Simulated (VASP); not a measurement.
Here is a VASP 6.6.1 calculation.

The input INCAR:

```
ALGO     = Normal         # electronic algorithm
EDIFF    = 1E-6           # SCF threshold, eV
ENCUT    = 520            # plane-wave cutoff, eV
GGA      = PE             # functional
ISIF     = 2              # what is computed and relaxed
ISMEAR   = 0              # smearing method
LASPH    = T              # aspherical terms in the spheres
LCHARG   = F              # write CHGCAR
LREAL    = F              # projectors in reciprocal space
LWAVE    = F              # write WAVECAR
NBANDS   = 20             # bands
NELM     = 100            # most SCF steps
PREC     = Accurate       # precision mode
SIGMA    = 0.1            # smearing width, eV
```

File KPOINTS:

```
k-points
0
Gamma
  15 15 15
```

File POSCAR:

```
MoS2
1.0
    1.5962922772      0.9216197760      6.7307235706
   -1.5962922772      0.9216197760      6.7307235706
    0.0000000000     -1.8432395519      6.7307235706
Mo S
1 2
Direct
    0.0000000000      0.0000000000      0.0000000000
    0.7451187200      0.7451187200      0.7451187200
    0.2548812800      0.2548812800      0.2548812800
```

Potentials or basis: VASP PAW PBE potentials, release 64 (Mo_sv, S).

Run with:

```console
$ cat potpaw_PBE.64/Mo_sv/POTCAR potpaw_PBE.64/S/POTCAR > POTCAR
$ mpirun -np 1 vasp_std > vasp.out
```

(1) Predict the largest force.

(2) Estimate the pressure.

(3) What does it give for the band gap on the k mesh?

Answers

(1) 0.006 eV/Å.

(2) -0.1 GPa.

(3) zero (bands 13 and 14 overlap by 0.66 eV).
